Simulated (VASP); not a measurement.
# NaH13O7 in VASP: further runs

The runs below take NaH13O7 through single point, with PBE+D3(BJ).

All numbers are computed with VASP 6.6.1; they aren't measurements. Logs are shortened: lines on timing, memory, paths and dates and some standing lists are left out, and cuts for length are marked.

### 1 The cell of the first run

The cell holds an amorphous packing of atoms, 21 atoms: a = 5.838 Å, b = 5.969 Å, c = 6.363 Å, α = 90.00°, β = 90.00°, γ = 90.00°.

### 2 Single point, PBE+D3(BJ)

INCAR

```
PREC = Accurate
ENCUT = 520
EDIFF = 1E-6
ISMEAR = -1
SIGMA = 0.02
LREAL = F
LASPH = T
NELM = 120
ALGO = Normal
ISIF = 2
LWAVE = F
LCHARG = F
GGA = PE
IVDW = 12
NBANDS = 47
GGA_COMPAT = F
```

KPOINTS

```
regular mesh
0
Gamma
  1 1 1
```

POSCAR

```
NaH13O7
1.0
    5.8384180000      0.0000000000      0.0000000000
    0.0000000000      5.9687990000      0.0000000000
    0.0000000000      0.0000000000      6.3633450000
O H Na
7 13 1
Direct
    0.7475312662      0.2966425909      0.1411993221
    0.1158875572     -0.1632154140      0.2154998668
    0.3461211582      0.1370292416      0.7106168218
   -0.0265654155      0.5356018857      0.5993860147
    0.6772211239      0.8631887252      0.9883481094
    0.3157704707      0.5277443586      0.9344927864
    0.4535989030      0.7225909266      0.5889041063
    0.7970823603      0.4324655597      0.2414139105
    0.5871110976      0.3327805141      0.1224827508
    0.1552989183     -0.2613591109      0.3217333022
    0.1665690946     -0.2475204811      0.0898898300
    0.3800001987      0.2213343086      0.8385055344
    0.2393285304      0.0081590953      0.7394852864
    0.0323889108      0.3936302764      0.6642889864
   -0.1613793326      0.5852266092      0.6976362275
    0.5827434761      0.9243903170      0.8723870857
    0.5963601784      0.7065240428      1.0201709950
    0.3755640655      0.6221016992      0.6848127832
    0.2758795276      0.4555690349      1.0666874105
    0.3628722712      0.8031096373      0.5086475745
    0.7653956945      0.9210060516      0.3303451251
```

Potentials or basis: VASP PAW PBE potentials, release 64 (O, H, Na_pv).

Launch:

```bash
$ cat potpaw_PBE.64/O/POTCAR potpaw_PBE.64/H/POTCAR potpaw_PBE.64/Na_pv/POTCAR > POTCAR
$ mpirun -np 1 vasp_gam > vasp.out
```

OUTCAR:

```text
PREC = Accurate
   ENCUT = 520
   EDIFF = 1E-6
   ISMEAR = -1
   LREAL = F
   LASPH = T
   NELM = 120
   ISIF = 2
   GGA = PE
   IVDW = 12
 IVDW          = 12

 ion  position               nearest neighbor table
   1  0.748  0.297  0.141-   9 0.97   8 1.07
   2  0.116  0.837  0.215-  10 0.92  11 0.99  21 2.23
   3  0.346  0.137  0.711-  12 0.98  13 1.01
   4  0.973  0.536  0.599-  14 1.00  15 1.05
   5  0.677  0.863  0.988-  16 0.99  17 1.07  21 2.26
   6  0.316  0.528  0.934-  19 0.97
   7  0.454  0.723  0.589-  20 0.88  18 0.97
   8  0.797  0.432  0.241-   1 1.07
   9  0.587  0.333  0.122-   1 0.97
  10  0.155  0.739  0.322-   2 0.92
  11  0.167  0.752  0.090-   2 0.99
  12  0.380  0.221  0.839-   3 0.98
  13  0.239  0.008  0.739-   3 1.01
  14  0.032  0.394  0.664-   4 1.00
  15  0.839  0.585  0.698-   4 1.05
  16  0.583  0.924  0.872-   5 0.99
  17  0.596  0.707  0.020-   5 1.07
  18  0.376  0.622  0.685-   7 0.97
  19  0.276  0.456  0.067-   6 0.97
  20  0.363  0.803  0.509-   7 0.88
  21  0.765  0.921  0.330-   2 2.23   5 2.26

  LATTYP: Found a simple orthorhombic cell.
 ALAT       =     5.8384180000
 B/A-ratio  =     1.0223315631
 C/A-ratio  =     1.0899091158

  Lattice vectors:

 A1 = (   5.8384180000,   0.0000000000,   0.0000000000)
 A2 = (   0.0000000000,   5.9687990000,   0.0000000000)
 A3 = (   0.0000000000,   0.0000000000,   6.3633450000)

Analysis of symmetry for initial positions (statically):
=====================================================================
 Subroutine PRICEL returns:
 Original cell was already a primitive cell.

 Routine SETGRP: Setting up the symmetry group for a
 simple orthorhombic supercell.

 Subroutine GETGRP returns: Found  1 space group operations
 (whereof  1 operations were pure point group operations)
 out of a pool of  8 trial point group operations.

The static configuration has the point symmetry C_1 .

Analysis of symmetry for dynamics (positions and initial velocities):
=====================================================================
 Subroutine PRICEL returns:
 Original cell was already a primitive cell.

 Routine SETGRP: Setting up the symmetry group for a
 simple orthorhombic supercell.

 Subroutine GETGRP returns: Found  1 space group operations
 (whereof  1 operations were pure point group operations)
 out of a pool of  8 trial point group operations.

The dynamic configuration has the point symmetry C_1 .

 Subroutine INISYM returns: Found  1 space group operations
 (whereof  1 operations are pure point group operations),
 and found     1 'primitive' translations

----------------------------------------------------------------------------------------

                                     Primitive cell

  volume of cell :     221.7520

  direct lattice vectors                    reciprocal lattice vectors
     5.838418000  0.000000000  0.000000000     0.171279275  0.000000000  0.000000000
     0.000000000  5.968799000  0.000000000     0.000000000  0.167537892  0.000000000
     0.000000000  0.000000000  6.363345000     0.000000000  0.000000000  0.157150052

  length of vectors
     5.838418000  5.968799000  6.363345000     0.171279275  0.167537892  0.157150052

  position of ions in fractional coordinates (direct lattice)
     0.747531266  0.296642591  0.141199322
     0.115887557  0.836784586  0.215499867
     0.346121158  0.137029242  0.710616822
     0.973434584  0.535601886  0.599386015
     0.677221124  0.863188725  0.988348109
     0.315770471  0.527744359  0.934492786
[... 13 lines left out ...]
     0.362872271  0.803109637  0.508647575
     0.765395695  0.921006052  0.330345125

  ion indices of the primitive-cell ions
   primitive index   ion index
                 1           1
                 2           2
                 3           3
                 4           4
                 5           5
                 6           6
[... 13 lines left out ...]
                20          20
                21          21

----------------------------------------------------------------------------------------

 KPOINTS: regular mesh

Automatic generation of k-mesh.
 Grid dimensions read from file:
 generate k-points for:    1    1    1

 Generating k-lattice:

  Cartesian coordinates                     Fractional coordinates (reciprocal lattice)
     0.171279275  0.000000000  0.000000000     1.000000000  0.000000000  0.000000000
     0.000000000  0.167537892  0.000000000     0.000000000  1.000000000  0.000000000
     0.000000000  0.000000000  0.157150052     0.000000000  0.000000000  1.000000000

  Length of vectors
     0.171279275  0.167537892  0.157150052

  Shift w.r.t. Gamma in fractional coordinates (k-lattice)
     0.000000000  0.000000000  0.000000000

 Subroutine IBZKPT returns following result:
 ===========================================

 Found      1 irreducible k-points:

 Following reciprocal coordinates:
            Coordinates               Weight
  0.000000  0.000000  0.000000      1.000000
   k-points           NKPTS =      1   k-points in BZ     NKDIM =      1   number of bands    NBANDS=     47
   number of dos      NEDOS =    301   number of ions     NIONS =     21
   total plane-waves  NPLWV = 110592
   dimension x,y,z NGX =    48 NGY =   48 NGZ =   48
   dimension x,y,z NGXF=    96 NGYF=   96 NGZF=   96
   ions per type =               7  13   1
   NGX,Y,Z   is equivalent  to a cutoff of  13.67, 13.37, 12.54 a.u.
   NGXF,Y,Z  is equivalent  to a cutoff of  27.34, 26.74, 25.08 a.u.
 SYSTEM =  unknown system
   PREC   = accura    normal or accurate (medium, high low for compatibility)
   ISTART =      0    job   : 0-new  1-cont  2-samecut
   ICHARG =      2    charge: 1-file 2-atom 10-const
   ISPIN  =      1    spin polarized calculation?
   LNONCOLLINEAR =      F non collinear calculations
   LSORBIT =      F    spin-orbit coupling
   LASPH  =      T    aspherical Exc in radial PAW
   ENCUT  =  520.0 eV  38.22 Ry    6.18 a.u.  10.86 11.10 11.83*2*pi/ulx,y,z
   NELM   =    120;   NELMIN=  2; NELMDL= -5     # of ELM steps
   EDIFF  = 0.1E-05   stopping-criterion for ELM
   LREAL  =      F    real-space projection
   EDIFFG = 0.1E-04   stopping-criterion for IOM
   NSW    =      0    number of steps for IOM
   IBRION =     -1    ionic relax: 0-MD 1-quasi-New 2-CG
   NFREE  =      0    steps in history (QN), initial steepest desc. (CG)
   ISIF   =      2    stress and relaxation
   ISYM   =      2    0-nonsym 1-usesym 2-fastsym
   POTIM  = 0.5000    time-step for ionic-motion
   TEBEG  =    0.0;   TEEND  =   0.0 temperature during run
   PSTRESS=    0.0 pullay stress
   NELECT =      62.0000    total number of electrons
   NUPDOWN=      -1.0000    fix difference up-down
   EMIN   =  10.00;   EMAX   =-10.00  energy-range for DOS
   EFERMI =   0.00;   METHOD = LEGACY
   ISMEAR =    -1;   SIGMA  =   0.02  broadening in eV -4-tet -1-fermi 0-gaus
   EFERMI_NEDOS =   21; number of points for ismear=-14 and -15
   IALGO  =     38    algorithm
   IMIX   =      4    mixing-type and parameters
     AMIX     =   0.40;   BMIX     =  1.00
     AMIX_MAG =   1.60;   BMIX_MAG =  1.00
  volume/ion in A,a.u.               =      10.56        71.26
  Fermi-wavevector in a.u.,A,eV,Ry     =   1.070491  2.022934 15.591598  1.145950
  Thomas-Fermi vector in A             =   2.206202
   LORBIT       =      0    0 simple, 1 ext, 2 COOP (PROOUT), +10 PAW based schemes
   GGA     = PE    functional components
   LHFCALC =     F    Hartree Fock is set to
   AEXX    =    0.0000 exact exchange contribution
   IVDW    =    12    specifies the selected vdW correction
   LEPSILON=     F    determine dielectric tensor
   LRPA    =     F    only Hartree local field effects (RPA)
 non-spin polarized calculation
  energy-cutoff  :      520.00
  volume of cell :      221.75
 maximum number of plane-waves:      2977
 NGX is ok and might be reduce to    42
   NGX = 21   NGY = 23   NGZ = 23

 number of electron      62.0000010 magnetization

 Free energy of the ion-electron system (eV)
  ---------------------------------------------------
  ext. energy  EPLUGINS =         0.00000000
  ---------------------------------------------------
  free energy    TOTEN  =       -98.55630551 eV

  energy without entropy =      -98.55630551  energy(sigma->0) =      -98.55630551

 E-fermi :  -1.5309     XC(G=0):  -6.9585

 val. band max:       -2.0644943997   @ k =   0.0000   0.0000   0.0000
 cond. band min:       0.6838401322   @ k =   0.0000   0.0000   0.0000
 fundamental gap:      2.7483345319
 Fermi energy:        -1.5309191028

 k-point     1 :       0.0000    0.0000    0.0000
  band No.  band energies     occupation
      1     -24.5551      2.00000
      2     -24.5305      2.00000
      3     -24.4681      2.00000
      4     -22.5111      2.00000
      5     -22.2265      2.00000
      6     -21.7023      2.00000
[... 35 lines left out ...]
     42       7.2146      0.00000
     43       7.5357      0.00000
 [bands above 43 left out]

------------------------ aborting loop because EDIFF is reached ----------------------------------------

 Edisp (eV)   -0.88789

 E8    (eV) :    -0.2196

  FORCE on cell =-STRESS in cart. coord.  units (eV):
  Direction    XX          YY          ZZ          XY          YZ          ZX
  --------------------------------------------------------------------------------------
  -------------------------------------------------------------------------------------
  Total       0.64147    -2.33290    -0.00538    -3.58002    -1.68045     4.06871
  in kB       4.63467   -16.85543    -0.03884   -25.86594   -12.14142    29.39677
  external pressure =       -4.09 kB  Pullay stress =        0.00 kB

 VOLUME and BASIS-vectors are now :
 -----------------------------------------------------------------------------
  energy-cutoff  :      520.00
  volume of cell :      221.75
      direct lattice vectors                 reciprocal lattice vectors
     5.838418000  0.000000000  0.000000000     0.171279275  0.000000000  0.000000000
     0.000000000  5.968799000  0.000000000     0.000000000  0.167537892  0.000000000
     0.000000000  0.000000000  6.363345000     0.000000000  0.000000000  0.157150052

 POSITION                                       TOTAL-FORCE (eV/Angst)
 -----------------------------------------------------------------------------------
      4.36440      1.77060      0.89850         1.403571      2.500250      2.636263
      0.67660      4.99460      1.37130        -0.542815      1.752678     -1.489988
      2.02080      0.81790      4.52190        -0.907394     -1.490900     -0.584669
      5.68332      3.19690      3.81410        -2.087225     -0.163531      1.381576
      3.95390      5.15220      6.28920        -1.156067     -2.321200      0.202391
      1.84360      3.15000      5.94650         0.666590      0.098725      1.074812
[... 13 lines left out ...]
      2.11860      4.79360      3.23670        -4.024036      3.225637     -3.201770
      4.46870      5.49730      2.10210        -0.222818      0.441588     -0.022876
 -----------------------------------------------------------------------------------
    total drift:                               -0.000117      0.000265     -0.002810

  FREE ENERGIE OF THE ION-ELECTRON SYSTEM (eV)
  ---------------------------------------------------
  free  energy   TOTEN  =       -99.4441936110 eV

  energy  without entropy=      -99.4441936110  energy(sigma->0) =      -99.44419361
```

It took 33 s on 1 thread of Intel Xeon 8259CL, shared host; peak memory 0.31 GiB.

Results:

| Quantity | Value |
| --- | --- |
| Free energy | -99.4442 eV |
| Pressure | -0.4 GPa |
| Largest force | 6.324 eV/Å |
| Band gap on the k mesh | 2.75 eV |
| Dispersion energy per atom | -0.042 eV |

Forces in eV/Å, atoms in the order of the input:
```
O    1.404  2.500  2.636
O   -0.543  1.753 -1.490
O   -0.907 -1.491 -0.585
O   -2.087 -0.164  1.382
O   -1.156 -2.321  0.202
O    0.667  0.099  1.075
O    5.217 -2.871  2.128
H   -0.592 -2.563 -1.737
H   -0.597  0.153 -0.453
H    0.621 -2.052  2.247
H    0.230 -0.204 -0.678
H   -0.662  0.670  0.203
H    1.123  1.365  0.295
H   -0.097  1.187 -0.232
H    2.070 -0.861 -1.442
H    0.161 -0.339  0.424
H    0.389  2.119 -1.338
H   -0.670 -0.443  0.727
H   -0.323 -0.205 -0.140
H   -4.024  3.226 -3.202
Na  -0.223  0.442 -0.023
```

Caveat: the k points lie up to 1.08 Å⁻¹ apart.

[end of part 1 of 2]
